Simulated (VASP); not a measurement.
# Bi (R-3m) in VASP: notebook

The runs below take Bi through single point, relaxation of cell and atoms, with PBE.

Program: VASP 6.6.1. These are calculated values, not measurements. Logs are shortened: lines on timing, memory, paths and dates and some standing lists are left out, and cuts for length are marked.

### 1 The cell of the first run

The structure is trigonal, space group R-3m (No. 166). Conventional cell: a = 4.585 Å, b = 4.585 Å, c = 12.199 Å, α = 90.00°, β = 90.00°, γ = 120.00°. Bi (site symmetry 3m) has 6 Bi at 3.10 to 3.61 Å within 4.1 Å.

### 2 Single point, PBE

INCAR

```
SYSTEM = Bi
  PREC = Accurate
  ENCUT = 520
  EDIFF = 1E-6
  ISMEAR = -1
  SIGMA = 0.1
  LREAL = .FALSE.
  LASPH = .TRUE.
  NELM = 60
  ALGO = Normal
  ISIF = 2
  LWAVE = .FALSE.
  LCHARG = .TRUE.
  GGA = PE
  LELF = .TRUE.
  LVHAR = .TRUE.
  NBANDS = 22
```

KPOINTS

```
Automatic mesh
0
G
  6 6 6
  0 0 0
```

POSCAR

```
Bi
1.0
    2.2923225673      1.3234730513      4.0664059288
   -2.2923225673      1.3234730513      4.0664059288
    0.0000000000     -2.6469461026      4.0664059288
Bi
2
Direct
    0.2326737442      0.2326737442      0.2326737442
    0.7673262558      0.7673262558      0.7673262558
```

Potentials or basis: VASP PAW PBE potentials, release 64 (Bi_d).

On the command line:

```
> cat potpaw_PBE.64/Bi_d/POTCAR > POTCAR
> mpirun -np 1 vasp_std > vasp.out
```

OUTCAR:

```text
SYSTEM = Bi
   PREC = Accurate
   ENCUT = 520
   EDIFF = 1E-6
   ISMEAR = -1
   LREAL = .FALSE.
   LASPH = .TRUE.
   NELM = 60
   ISIF = 2
   GGA = PE

 ion  position               nearest neighbor table
   1  0.233  0.233  0.233-   2 3.10   2 3.10   2 3.10   2 3.61   2 3.61   2 3.61
   2  0.767  0.767  0.767-   1 3.10   1 3.10   1 3.10   1 3.61   1 3.61   1 3.61

  LATTYP: Found a trigonal (rhomboedric) cell.
 ALAT       =     4.8520079192
 COS(alpha) =     0.5535853345

  Lattice vectors:

 A1 = (   2.2923225673,   1.3234730513,   4.0664059288)
 A2 = (  -2.2923225673,   1.3234730513,   4.0664059288)
 A3 = (   0.0000000000,  -2.6469461026,   4.0664059288)

Analysis of symmetry for initial positions (statically):
=====================================================================
 Subroutine PRICEL returns:
 Original cell was already a primitive cell.

 Routine SETGRP: Setting up the symmetry group for a
 trigonal (rhombohedral) supercell.

 Subroutine GETGRP returns: Found 12 space group operations
 (whereof 12 operations were pure point group operations)
 out of a pool of 12 trial point group operations.

The static configuration has the point symmetry D_3d.

Analysis of symmetry for dynamics (positions and initial velocities):
=====================================================================
 Subroutine PRICEL returns:
 Original cell was already a primitive cell.

 Routine SETGRP: Setting up the symmetry group for a
 trigonal (rhombohedral) supercell.

 Subroutine GETGRP returns: Found 12 space group operations
 (whereof 12 operations were pure point group operations)
 out of a pool of 12 trial point group operations.

The dynamic configuration has the point symmetry D_3d.

 Subroutine INISYM returns: Found 12 space group operations
 (whereof 12 operations are pure point group operations),
 and found     1 'primitive' translations

----------------------------------------------------------------------------------------

                                     Primitive cell

  volume of cell :      74.0206

  direct lattice vectors                    reciprocal lattice vectors
     2.292322567  1.323473051  4.066405929     0.218119390  0.125931289  0.081972469
    -2.292322567  1.323473051  4.066405929    -0.218119390  0.125931289  0.081972469
     0.000000000 -2.646946103  4.066405929     0.000000000 -0.251862577  0.081972469

  length of vectors
[... 71 lines left out ...]
   NGXF,Y,Z  is equivalent  to a cutoff of  24.67, 24.67, 24.67 a.u.
 SYSTEM =  Bi
   PREC   = accura    normal or accurate (medium, high low for compatibility)
   ISTART =      0    job   : 0-new  1-cont  2-samecut
   ICHARG =      2    charge: 1-file 2-atom 10-const
   ISPIN  =      1    spin polarized calculation?
   LNONCOLLINEAR =      F non collinear calculations
   LSORBIT =      F    spin-orbit coupling
   LASPH  =      T    aspherical Exc in radial PAW
   ENCUT  =  520.0 eV  38.22 Ry    6.18 a.u.   9.02  9.02  9.02*2*pi/ulx,y,z
   NELM   =     60;   NELMIN=  2; NELMDL= -5     # of ELM steps
   EDIFF  = 0.1E-05   stopping-criterion for ELM
   LREAL  =      F    real-space projection
   EDIFFG = 0.1E-04   stopping-criterion for IOM
   NSW    =      0    number of steps for IOM
   IBRION =     -1    ionic relax: 0-MD 1-quasi-New 2-CG
   NFREE  =      0    steps in history (QN), initial steepest desc. (CG)
   ISIF   =      2    stress and relaxation
   ISYM   =      2    0-nonsym 1-usesym 2-fastsym
   POTIM  = 0.5000    time-step for ionic-motion
   TEBEG  =    0.0;   TEEND  =   0.0 temperature during run
   PSTRESS=    0.0 pullay stress
   NELECT =      30.0000    total number of electrons
   NUPDOWN=      -1.0000    fix difference up-down
   EMIN   =  10.00;   EMAX   =-10.00  energy-range for DOS
   EFERMI =   0.00;   METHOD = LEGACY
   ISMEAR =    -1;   SIGMA  =   0.10  broadening in eV -4-tet -1-fermi 0-gaus
   EFERMI_NEDOS =   21; number of points for ismear=-14 and -15
   IALGO  =     38    algorithm
   IMIX   =      4    mixing-type and parameters
     AMIX     =   0.40;   BMIX     =  1.00
     AMIX_MAG =   1.60;   BMIX_MAG =  1.00
  volume/ion in A,a.u.               =      37.01       249.76
  Fermi-wavevector in a.u.,A,eV,Ry     =   1.211521  2.289443 19.970405  1.467783
  Thomas-Fermi vector in A             =   2.347034
   LORBIT       =      0    0 simple, 1 ext, 2 COOP (PROOUT), +10 PAW based schemes
   GGA     = PE    functional components
   LHFCALC =     F    Hartree Fock is set to
   AEXX    =    0.0000 exact exchange contribution
   IVDW    =     0    specifies the selected vdW correction
   LEPSILON=     F    determine dielectric tensor
   LRPA    =     F    only Hartree local field effects (RPA)
 non-spin polarized calculation
  energy-cutoff  :      520.00
  volume of cell :       74.02
 maximum number of plane-waves:      2016
   NGX = 19   NGY = 19   NGZ = 19

 number of electron      30.0000001 magnetization

 Free energy of the ion-electron system (eV)
  ---------------------------------------------------
  ext. energy  EPLUGINS =         0.00000000
  ---------------------------------------------------
  free energy    TOTEN  =        -7.80369482 eV

  energy without entropy =       -7.79418915  energy(sigma->0) =       -7.79894198

 E-fermi :   5.7737     XC(G=0):  -9.2919

 val. band max:        5.6464071246   @ k =  -0.3333   0.5000   0.3333
 cond. band min:       6.2454847772   @ k =   0.3333   0.0000  -0.0000
 fundamental gap:      0.5990776526
 Fermi energy:         5.7736737106

 k-point     1 :       0.0000    0.0000    0.0000
  band No.  band energies     occupation
      1     -17.0797      2.00000
      2     -17.0797      2.00000
      3     -16.9464      2.00000
      4     -16.9464      2.00000
      5     -16.9318      2.00000
      6     -16.7865      2.00000
[... 589 lines left out ...]
     21      15.3509      0.00000
     22      15.9473      0.00000

 [... further k-points ...]
[... 5 lines left out ...]
  --------------------------------------------------------------------------------------
  -------------------------------------------------------------------------------------
  Total       -0.0174836     -0.0174836     -0.0114846     -0.0000000     -0.0000000      0.0000000
  in kB       -0.3784328     -0.3784328     -0.2485837     -0.0000000     -0.0000000      0.0000000
  external PRESSURE =      -0.3351498 kB  Pullay stress =       0.0000000 kB

 VOLUME and BASIS-vectors are now :
 -----------------------------------------------------------------------------
  energy-cutoff  :      520.00
  volume of cell :       74.02
      direct lattice vectors                 reciprocal lattice vectors
     2.292322567  1.323473051  4.066405929     0.218119390  0.125931289  0.081972469
    -2.292322567  1.323473051  4.066405929    -0.218119390  0.125931289  0.081972469
     0.000000000 -2.646946103  4.066405929     0.000000000 -0.251862577  0.081972469

 POSITION                                       TOTAL-FORCE (eV/Angst)
 -----------------------------------------------------------------------------------
      0.00000      0.00000      2.83844         0.000000      0.000000      0.005857
      0.00000      0.00000      9.36078         0.000000      0.000000     -0.005857
 -----------------------------------------------------------------------------------
    total drift:                               -0.000000      0.000000      0.000000

  FREE ENERGIE OF THE ION-ELECTRON SYSTEM (eV)
  ---------------------------------------------------
  free  energy   TOTEN  =        -7.8036948165 eV

  energy  without entropy=       -7.7941891481  energy(sigma->0) =       -7.79894198
```

Wall time 28 s (1 thread of Intel Xeon Platinum 8259CL at 2.50GHz (Skylake/Cascade Lake), shared host); peak memory 0.21 GiB.

What came out:

- Free energy: -7.8037 eV
- Pressure: 0.0 GPa
- Largest force: 0.006 eV/Å
- Band gap on the k mesh: zero (band 15 reaches 5.65 eV, above the bottom of band 16 at 5.57 eV)

Forces in eV/Å, atoms in the order of the input:
```
Bi   0.000  0.000  0.006
Bi   0.000  0.000 -0.006
```

Levels at points of the mesh, in eV from the Fermi level:
```csv
k point,band 13,band 14,band 15,band 16,band 17,band 18
"(0.00, 0.00, 0.00)",-1.45,-1.09,-1.09,2.33,2.84,2.84
"(0.50, 0.00, 0.00)",-1.42,-1.19,-0.30,-0.20,0.59,1.16
"(0.50, 0.50, 0.00)",-4.39,-2.84,-2.68,2.38,4.68,5.31
"(0.50, 0.50, 0.50)",-0.91,-0.56,-0.56,0.80,0.83,0.83
```

Caveat: spin-orbit coupling is left out, which moves the levels of the heavy elements.

### 3 Relaxation of cell and atoms, PBE

This run uses another cell than the first one, of 35.07 Å³/atom, 0.948 times its volume.

INCAR

```
SYSTEM = Bi
PREC     = Accurate       ! precision mode
ENCUT    = 600            ! plane-wave cutoff, eV
EDIFF    = 1E-7           ! SCF threshold, eV
ISMEAR   = -1             ! smearing method
SIGMA    = 0.1            ! smearing width, eV
LREAL    = .False.        ! projectors in reciprocal space
LASPH    = .True.         ! aspherical terms in the spheres
NELM     = 80             ! most SCF steps
ALGO     = Normal         ! electronic algorithm
ISIF     = 3              ! what is computed and relaxed
LWAVE    = .False.        ! write WAVECAR
LCHARG   = .False.        ! write CHGCAR
GGA      = PE             ! functional
IBRION   = 2              ! ionic algorithm
NSW      = 80             ! ionic steps
EDIFFG   = -0.01          ! ionic threshold
```

KPOINTS

```
Automatic mesh
0
Gamma
  6 6 6
  0 0 0
```

POSCAR

```
Bi
1.0
    2.2675000000      1.3091400000      3.9380000000
   -2.2675000000      1.3091400000      3.9380000000
    0.0000000000     -2.6182800000      3.9380000000
Bi
2
Direct
    0.2340000000      0.2340000000      0.2340000000
    0.7660000000      0.7660000000      0.7660000000
```

Potentials or basis: VASP PAW PBE potentials, release 64 (Bi_d).

On the command line:

```
> cat potpaw_PBE.64/Bi_d/POTCAR > POTCAR
> mpirun -np 1 vasp_std > vasp.out
```

Wall time 4.5 min (1 thread of Intel Xeon Platinum 8259CL at 2.50GHz (Skylake/Cascade Lake), shared host); peak memory 0.26 GiB.

The run converged. Its results:

```
Free energy                            : -7.8030 eV
Relaxed volume                         : 36.99 Å³/atom
Relaxed cell                           : a = 4.850 Å, b = 4.850 Å, c = 4.850 Å, α = 56.40°, β = 56.40°, γ = 56.40°
Space group after relaxing (to 0.05 Å) : R-3m (No. 166)
Energy gained by relaxing              : 11.3 meV/atom
Ionic steps                            : 10
Pressure after relaxing                : 0.0 GPa
Largest force after relaxing           : 0.007 eV/Å
Band gap on the k mesh                 : zero (band 15 reaches 5.65 eV, above the bottom of band 16 at 5.58 eV)
```

Forces in eV/Å, atoms in the order of the input:
```
Bi   0.000  0.000 -0.007
Bi   0.000  0.000  0.007
```

The path:
```
step  energy change (eV)  largest force (eV/Å)  pressure (GPa)  volume (Å³)
   1              0.0000                0.1277            2.14        70.14
   2             -0.0133                0.1979           -1.04        75.01
   3             -0.0199                0.0838            0.05        73.16
   4             -0.0199                0.0886           -0.01        73.22
   5             -0.0208                0.0701           -0.02        73.37
   6             -0.0223                0.0137           -0.03        73.81
   7             -0.0225                0.0102           -0.02        73.99
   8             -0.0225                0.0073            0.03        73.90
   9             -0.0225                0.0062            0.03        73.88
  10             -0.0225                0.0070           -0.03        73.98
```

Final structure:
```
Bi
1.0
     2.29221    1.32341    4.06466
    -2.29221    1.32341    4.06466
     0.00000   -2.64682    4.06466
Bi
2
Direct
  0.23282 0.23282 0.23282
  0.76718 0.76718 0.76718
```

Levels at points of the mesh, in eV from the Fermi level:
| k point | band 13 | band 14 | band 15 | band 16 | band 17 | band 18 |
| --- | --- | --- | --- | --- | --- | --- |
| (0.00, 0.00, 0.00) | -1.46 | -1.09 | -1.09 | 2.35 | 2.84 | 2.84 |
| (0.50, 0.00, 0.00) | -1.42 | -1.18 | -0.30 | -0.20 | 0.58 | 1.15 |
| (0.50, 0.50, 0.00) | -4.39 | -2.85 | -2.68 | 2.39 | 4.67 | 5.30 |
| (0.50, 0.50, 0.50) | -0.91 | -0.55 | -0.55 | 0.79 | 0.82 | 0.82 |

Caveat: spin-orbit coupling is left out, which moves the levels of the heavy elements.
